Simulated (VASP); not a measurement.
# GeN (F-43m) in VASP: notebook

Runs on GeN. Level: PBE. Tasks: single point.

Program: VASP 6.6.1. These are calculated values, not measurements. Logs are shortened: lines on timing, memory, paths and dates and some standing lists are left out, and cuts for length are marked.

### 1 The cell of the first run

Symmetry: F-43m, No. 216, cubic system. Conventional cell: a = 4.819 Å, b = 4.819 Å, c = 4.819 Å, α = 90.00°, β = 90.00°, γ = 90.00°. Within 2.8 Å of Ge (site symmetry -43m) lie 4 N at 2.09 Å. N (site symmetry -43m) has 4 Ge at 2.09 Å within 2.8 Å.

The cell was built from a structure type or drawn by symmetry, and may not be a known phase.

### 2 Single point, PBE

File INCAR:

```
ALGO = Normal
EDIFF = 1E-6
ENCUT = 600
GGA = PE
GGA_COMPAT = False
ISIF = 2
ISMEAR = 0
LASPH = True
LCHARG = False
LREAL = False
LWAVE = False
NBANDS = 16
NELM = 120
PREC = Accurate
SIGMA = 0.2
```

File KPOINTS:

```
k-points
0
Gamma
  6 6 6
```

File POSCAR:

```
GeN
1.0
    0.0000000000      2.4094010918      2.4094010918
    2.4094010918      0.0000000000      2.4094010918
    2.4094010918      2.4094010918      0.0000000000
Ge N
1 1
Direct
    0.0000000000      0.0000000000      0.0000000000
    0.7500000000      0.7500000000      0.7500000000
```

Potentials or basis: VASP PAW PBE potentials, release 64 (Ge_d, N).

On the command line:

```bash
> cat potpaw_PBE.64/Ge_d/POTCAR potpaw_PBE.64/N/POTCAR > POTCAR
> mpirun -np 1 vasp_std > vasp.out
```

OUTCAR:

```text
EDIFF = 1E-6
   ENCUT = 600
   GGA = PE
   ISIF = 2
   ISMEAR = 0
   LASPH = True
   LREAL = False
   NELM = 120
   PREC = Accurate

 ion  position               nearest neighbor table
   1  0.000  0.000  0.000-   2 2.09   2 2.09   2 2.09   2 2.09
   2  0.750  0.750  0.750-   1 2.09   1 2.09   1 2.09   1 2.09

  LATTYP: Found a face centered cubic cell.
 ALAT       =     4.8188021836

  Lattice vectors:

 A1 = (   0.0000000000,   2.4094010918,   2.4094010918)
 A2 = (   2.4094010918,   0.0000000000,   2.4094010918)
 A3 = (   2.4094010918,   2.4094010918,   0.0000000000)

Analysis of symmetry for initial positions (statically):
=====================================================================
 Subroutine PRICEL returns:
 Original cell was already a primitive cell.

 Routine SETGRP: Setting up the symmetry group for a
 face centered cubic supercell.

 Subroutine GETGRP returns: Found 24 space group operations
 (whereof 24 operations were pure point group operations)
 out of a pool of 48 trial point group operations.

The static configuration has the point symmetry T_d .

Analysis of symmetry for dynamics (positions and initial velocities):
=====================================================================
 Subroutine PRICEL returns:
 Original cell was already a primitive cell.

 Routine SETGRP: Setting up the symmetry group for a
 face centered cubic supercell.

 Subroutine GETGRP returns: Found 24 space group operations
 (whereof 24 operations were pure point group operations)
 out of a pool of 48 trial point group operations.

The dynamic configuration has the point symmetry T_d .

 Subroutine INISYM returns: Found 24 space group operations
 (whereof 24 operations are pure point group operations),
 and found     1 'primitive' translations

----------------------------------------------------------------------------------------

                                     Primitive cell

  volume of cell :      27.9742

  direct lattice vectors                    reciprocal lattice vectors
     0.000000000  2.409401092  2.409401092    -0.207520450  0.207520450  0.207520450
     2.409401092  0.000000000  2.409401092     0.207520450 -0.207520450  0.207520450
     2.409401092  2.409401092  0.000000000     0.207520450  0.207520450 -0.207520450

  length of vectors
     3.407407701  3.407407701  3.407407701     0.359435964  0.359435964  0.359435964

  position of ions in fractional coordinates (direct lattice)
     0.000000000  0.000000000  0.000000000
     0.750000000  0.750000000  0.750000000

  ion indices of the primitive-cell ions
   primitive index   ion index
                 1           1
                 2           2

----------------------------------------------------------------------------------------

 KPOINTS: k-points

Automatic generation of k-mesh.
 Grid dimensions read from file:
 generate k-points for:    6    6    6

 Generating k-lattice:

  Cartesian coordinates                     Fractional coordinates (reciprocal lattice)
    -0.034586742  0.034586742  0.034586742     0.166666667  0.000000000  0.000000000
     0.034586742 -0.034586742  0.034586742     0.000000000  0.166666667  0.000000000
     0.034586742  0.034586742 -0.034586742     0.000000000  0.000000000  0.166666667

  Length of vectors
     0.059905994  0.059905994  0.059905994

  Shift w.r.t. Gamma in fractional coordinates (k-lattice)
     0.000000000  0.000000000  0.000000000

 Subroutine IBZKPT returns following result:
 ===========================================

 Found     16 irreducible k-points:

 Following reciprocal coordinates:
            Coordinates               Weight
  0.000000  0.000000  0.000000      1.000000
  0.166667  0.000000  0.000000      8.000000
  0.333333  0.000000  0.000000      8.000000
  0.500000  0.000000  0.000000      4.000000
  0.166667  0.166667  0.000000      6.000000
  0.333333  0.166667  0.000000     24.000000
[... 8 lines left out ...]
 -0.333333  0.333333  0.166667     24.000000
 -0.333333  0.500000  0.166667     12.000000
   k-points           NKPTS =     16   k-points in BZ     NKDIM =     16   number of bands    NBANDS=     16
   number of dos      NEDOS =    301   number of ions     NIONS =      2
   total plane-waves  NPLWV =  21952
   dimension x,y,z NGX =    28 NGY =   28 NGZ =   28
   dimension x,y,z NGXF=    56 NGYF=   56 NGZF=   56
   ions per type =               1   1
   NGX,Y,Z   is equivalent  to a cutoff of  13.66, 13.66, 13.66 a.u.
   NGXF,Y,Z  is equivalent  to a cutoff of  27.32, 27.32, 27.32 a.u.
 SYSTEM =  unknown system
   PREC   = accura    normal or accurate (medium, high low for compatibility)
   ISTART =      0    job   : 0-new  1-cont  2-samecut
   ICHARG =      2    charge: 1-file 2-atom 10-const
   ISPIN  =      1    spin polarized calculation?
   LNONCOLLINEAR =      F non collinear calculations
   LSORBIT =      F    spin-orbit coupling
   LASPH  =      T    aspherical Exc in radial PAW
   ENCUT  =  600.0 eV  44.10 Ry    6.64 a.u.   6.81  6.81  6.81*2*pi/ulx,y,z
   NELM   =    120;   NELMIN=  2; NELMDL= -5     # of ELM steps
   EDIFF  = 0.1E-05   stopping-criterion for ELM
   LREAL  =      F    real-space projection
   EDIFFG = 0.1E-04   stopping-criterion for IOM
   NSW    =      0    number of steps for IOM
   IBRION =     -1    ionic relax: 0-MD 1-quasi-New 2-CG
   NFREE  =      0    steps in history (QN), initial steepest desc. (CG)
   ISIF   =      2    stress and relaxation
   ISYM   =      2    0-nonsym 1-usesym 2-fastsym
   POTIM  = 0.5000    time-step for ionic-motion
   TEBEG  =    0.0;   TEEND  =   0.0 temperature during run
   PSTRESS=    0.0 pullay stress
   NELECT =      19.0000    total number of electrons
   NUPDOWN=      -1.0000    fix difference up-down
   EMIN   =  10.00;   EMAX   =-10.00  energy-range for DOS
   EFERMI =   0.00;   METHOD = LEGACY
   ISMEAR =     0;   SIGMA  =   0.20  broadening in eV -4-tet -1-fermi 0-gaus
   EFERMI_NEDOS =   21; number of points for ismear=-14 and -15
   IALGO  =     38    algorithm
   IMIX   =      4    mixing-type and parameters
     AMIX     =   0.40;   BMIX     =  1.00
     AMIX_MAG =   1.60;   BMIX_MAG =  1.00
  volume/ion in A,a.u.               =      13.99        94.39
  Fermi-wavevector in a.u.,A,eV,Ry     =   1.439042  2.719396 28.175531  2.070843
  Thomas-Fermi vector in A             =   2.557942
   LORBIT       =      0    0 simple, 1 ext, 2 COOP (PROOUT), +10 PAW based schemes
   GGA     = PE    functional components
   LHFCALC =     F    Hartree Fock is set to
   AEXX    =    0.0000 exact exchange contribution
   IVDW    =     0    specifies the selected vdW correction
   LEPSILON=     F    determine dielectric tensor
   LRPA    =     F    only Hartree local field effects (RPA)
 non-spin polarized calculation
 Gauss-broadening in eV      SIGMA  =   0.20
  energy-cutoff  :      600.00
  volume of cell :       27.97
 maximum number of plane-waves:       941
   NGX = 13   NGY = 13   NGZ = 13

 number of electron      19.0000000 magnetization

 Free energy of the ion-electron system (eV)
  ---------------------------------------------------
  ext. energy  EPLUGINS =         0.00000000
  ---------------------------------------------------
  free energy    TOTEN  =       -11.67056749 eV

  energy without entropy =      -11.62794013  energy(sigma->0) =      -11.64925381

 E-fermi :   6.8029     XC(G=0): -10.8978

 val. band max:        6.7726973114   @ k =  -0.3333   0.1667   0.0000
 cond. band min:       6.8483607681   @ k =   0.5000   0.3333   0.0000
 fundamental gap:      0.0756634566
 Fermi energy:         6.8028701432

 k-point     1 :       0.0000    0.0000    0.0000
  band No.  band energies     occupation
      1     -19.0621      2.00000
      2     -19.0621      2.00000
      3     -19.0621      2.00000
      4     -19.0164      2.00000
      5     -19.0164      2.00000
      6     -11.2157      2.00000
[... 8 lines left out ...]
     15      20.5164      0.00000
     16      20.5164      0.00000

 k-point     2 :       0.1667    0.0000    0.0000
  band No.  band energies     occupation
      1     -19.0670      2.00000
      2     -19.0567      2.00000
      3     -19.0567      2.00000
      4     -19.0160      2.00000
      5     -19.0160      2.00000
      6     -10.8660      2.00000
[... 8 lines left out ...]
     15      18.5615      0.00000
     16      18.5615      0.00000

 k-point     3 :       0.3333    0.0000    0.0000
  band No.  band energies     occupation
      1     -19.0772      2.00000
      2     -19.0500      2.00000
      3     -19.0500      2.00000
      4     -19.0113      2.00000
      5     -19.0113      2.00000
      6      -9.9801      2.00000
[... 8 lines left out ...]
     15      18.8129      0.00000
     16      18.8129      0.00000

 k-point     4 :       0.5000    0.0000    0.0000
  band No.  band energies     occupation
      1     -19.0826      2.00000
      2     -19.0488      2.00000
      3     -19.0488      2.00000
      4     -19.0067      2.00000
      5     -19.0067      2.00000
      6      -9.3622      2.00000
[... 8 lines left out ...]
     15      20.0288      0.00000
     16      20.0288      0.00000

 k-point     5 :       0.1667    0.1667    0.0000
  band No.  band energies     occupation
      1     -19.0750      2.00000
      2     -19.0508      2.00000
      3     -19.0508      2.00000
      4     -19.0209      2.00000
      5     -19.0126      2.00000
      6     -10.7492      2.00000
[... 8 lines left out ...]
     15      19.1862      0.00000
     16      21.3993      0.00000

 k-point     6 :       0.3333    0.1667    0.0000
  band No.  band energies     occupation
      1     -19.0835      2.00000
      2     -19.0439      2.00000
      3     -19.0418      2.00000
      4     -19.0219      2.00000
      5     -19.0082      2.00000
      6     -10.0306      2.00000
[... 8 lines left out ...]
     15      19.9370      0.00000
     16      20.8785      0.00000

 k-point     7 :       0.5000    0.1667    0.0000
  band No.  band energies     occupation
      1     -19.0847      2.00000
      2     -19.0453      2.00000
      3     -19.0398      2.00000
      4     -19.0151      2.00000
      5     -19.0062      2.00000
      6      -9.2329      2.00000
[... 8 lines left out ...]
     15      19.8470      0.00000
     16      20.6098      0.00000

 k-point     8 :      -0.3333    0.1667    0.0000
  band No.  band energies     occupation
      1     -19.0805      2.00000
      2     -19.0471      2.00000
      3     -19.0418      2.00000
      4     -19.0136      2.00000
      5     -19.0103      2.00000
      6      -9.4494      2.00000
[... 8 lines left out ...]
     15      18.2529      0.00000
     16      20.0796      0.00000

 k-point     9 :      -0.1667    0.1667    0.0000
  band No.  band energies     occupation
      1     -19.0739      2.00000
      2     -19.0501      2.00000
      3     -19.0494      2.00000
      4     -19.0187      2.00000
      5     -19.0117      2.00000
      6     -10.3284      2.00000
[... 8 lines left out ...]
     15      17.9376      0.00000
     16      19.6903      0.00000

 k-point    10 :       0.3333    0.3333    0.0000
  band No.  band energies     occupation
      1     -19.0998      2.00000
      2     -19.0317      2.00000
      3     -19.0278      2.00000
      4     -19.0278      2.00000
      5     -19.0050      2.00000
      6      -9.5570      2.00000
[... 8 lines left out ...]
     15      21.2600      0.00000
     16      23.3647      0.00000

 k-point    11 :       0.5000    0.3333    0.0000
  band No.  band energies     occupation
      1     -19.1010      2.00000
      2     -19.0344      2.00000
      3     -19.0234      2.00000
      4     -19.0229      2.00000
      5     -19.0040      2.00000
      6      -8.9060      2.00000
[... 8 lines left out ...]
     15      21.2414      0.00000
     16      22.5801      0.00000

 k-point    12 :      -0.3333    0.3333    0.0000
  band No.  band energies     occupation
      1     -19.0886      2.00000
      2     -19.0396      2.00000
      3     -19.0272      2.00000
      4     -19.0200      2.00000
      5     -19.0110      2.00000
      6      -8.8495      2.00000
[... 8 lines left out ...]
     15      19.6726      0.00000
     16      21.5272      0.00000

 k-point    13 :       0.5000    0.5000    0.0000
  band No.  band energies     occupation
      1     -19.1118      2.00000
      2     -19.0378      2.00000
      3     -19.0160      2.00000
      4     -19.0160      2.00000
      5     -19.0013      2.00000
      6      -8.6941      2.00000
[... 8 lines left out ...]
     15      20.7109      0.00000
     16      25.4574      0.00000

 k-point    14 :       0.5000    0.3333    0.1667
  band No.  band energies     occupation
      1     -19.0884      2.00000
      2     -19.0416      2.00000
      3     -19.0312      2.00000
      4     -19.0221      2.00000
      5     -19.0073      2.00000
      6      -9.3104      2.00000
[... 8 lines left out ...]
     15      20.5240      0.00000
     16      21.2233      0.00000

 k-point    15 :      -0.3333    0.3333    0.1667
  band No.  band energies     occupation
      1     -19.0870      2.00000
      2     -19.0434      2.00000
      3     -19.0283      2.00000
      4     -19.0183      2.00000
      5     -19.0094      2.00000
      6      -8.8489      2.00000
[... 8 lines left out ...]
     15      19.9969      0.00000
     16      21.5185      0.00000

 k-point    16 :      -0.3333    0.5000    0.1667
  band No.  band energies     occupation
      1     -19.0969      2.00000
      2     -19.0324      2.00000
      3     -19.0324      2.00000
      4     -19.0153      2.00000
      5     -19.0068      2.00000
      6      -8.6538      2.00000
[... 8 lines left out ...]
     15      21.4790      0.00000
     16      21.5938      0.00000

------------------------ aborting loop because EDIFF is reached ----------------------------------------

  FORCE on cell =-STRESS in cart. coord.  units (eV):
  Direction    XX          YY          ZZ          XY          YZ          ZX
  --------------------------------------------------------------------------------------
  -------------------------------------------------------------------------------------
  Total       -0.0388036     -0.0388036     -0.0388036      0.0000000      0.0000000     -0.0000000
  in kB       -2.2224131     -2.2224131     -2.2224131      0.0000000      0.0000000     -0.0000000
  external PRESSURE =      -2.2224131 kB  Pullay stress =       0.0000000 kB

 VOLUME and BASIS-vectors are now :
 -----------------------------------------------------------------------------
  energy-cutoff  :      600.00
  volume of cell :       27.97
      direct lattice vectors                 reciprocal lattice vectors
     0.000000000  2.409401092  2.409401092    -0.207520450  0.207520450  0.207520450
     2.409401092  0.000000000  2.409401092     0.207520450 -0.207520450  0.207520450
     2.409401092  2.409401092  0.000000000     0.207520450  0.207520450 -0.207520450

 POSITION                                       TOTAL-FORCE (eV/Angst)
 -----------------------------------------------------------------------------------
      0.00000      0.00000      0.00000        -0.000000     -0.000000     -0.000000
      3.61410      3.61410      3.61410         0.000000      0.000000      0.000000
 -----------------------------------------------------------------------------------
    total drift:                                0.000000      0.000000      0.000000

  FREE ENERGIE OF THE ION-ELECTRON SYSTEM (eV)
  ---------------------------------------------------
  free  energy   TOTEN  =       -11.6705674857 eV

  energy  without entropy=      -11.6279401342  energy(sigma->0) =      -11.64925381
```

It took 18 s on 1 thread of Intel Xeon 8259CL, shared host; peak memory 0.16 GiB.

Results:

```yaml
Free_energy: -11.6706 eV
Pressure: -0.2 GPa
Band_gap_on_the_k_mesh: zero (an odd number of electrons rules out a gap without spin polarisation)
```

Caveat: the k points lie up to 0.38 Å⁻¹ apart, too coarse for converged energies and pressures of a metal.

### 3 Single point, PBE

This run uses another cell than the first one, of 13.93 Å³/atom.

File INCAR:

```
PREC = Accurate
ENCUT = 600
EDIFF = 1E-6
ISMEAR = 0
SIGMA = 0.2
LREAL = False
LASPH = True
NELM = 120
ALGO = Normal
ISIF = 2
LWAVE = False
LCHARG = False
GGA = PE
NBANDS = 16
GGA_COMPAT = False
```

File KPOINTS:

```
regular mesh
0
Gamma
  7 7 7
```

File POSCAR:

```
GeN
1.0
    0.0000000000      2.4061302712      2.4061302712
    2.4061302712      0.0000000000      2.4061302712
    2.4061302712      2.4061302712      0.0000000000
Ge N
1 1
Direct
    0.0000000000      0.0000000000      0.0000000000
    0.2500000000      0.2500000000      0.2500000000
```

Potentials or basis: VASP PAW PBE potentials, release 64 (Ge_d, N).

On the command line:

```bash
> cat potpaw_PBE.64/Ge_d/POTCAR potpaw_PBE.64/N/POTCAR > POTCAR
> mpirun -np 1 vasp_std > vasp.out
```

It took 22 s on 1 thread of Intel Xeon 8259CL, shared host; peak memory 0.16 GiB.

It converged, with:

- Free energy: -11.7067 eV
- Pressure: -0.2 GPa
- Band gap on the k mesh: zero (an odd number of electrons rules out a gap without spin polarisation)

Levels at points of the mesh, in eV from the Fermi level:
```
           k point  band 6  band 7  band 8  band 9  band 10  band 11  band 12  band 13  band 14  band 15
(0.00, 0.00, 0.00)  -18.19   -4.12   -3.61   -3.61    -3.61     3.88     3.88     3.88     9.76    13.61
```
